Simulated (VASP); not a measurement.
A run of VASP 6.6.1 is set up as follows.

The input INCAR:

```
ALGO = Normal
EDIFF = 1E-6
ENCUT = 520
GGA = CA
ISIF = 2
ISMEAR = -1
LASPH = True
LCHARG = False
LREAL = False
LWAVE = False
NBANDS = 10
NELM = 100
PREC = Accurate
SIGMA = 0.1
```

The input KPOINTS:

```
k-points
0
Gamma
  12 12 12
```

POSCAR

```
Na
1.0
   -2.0299024443      2.0299024443      2.0299024443
    2.0299024443     -2.0299024443      2.0299024443
    2.0299024443      2.0299024443     -2.0299024443
Na
1
Direct
    0.0000000000      0.0000000000      0.0000000000
```

Potentials or basis: VASP PAW LDA potentials, release 64 (Na_pv).

The run is started by

```sh
$ cat potpaw_LDA.64/Na_pv/POTCAR > POTCAR
$ mpirun -np 1 vasp_std > vasp.out
```

**Question.** Predict the pressure.

**Answer.** -0.1 GPa.

**Question.** What does it give for the band gap on the k mesh?

**Answer.** Zero (an odd number of electrons rules out a gap without spin polarisation).
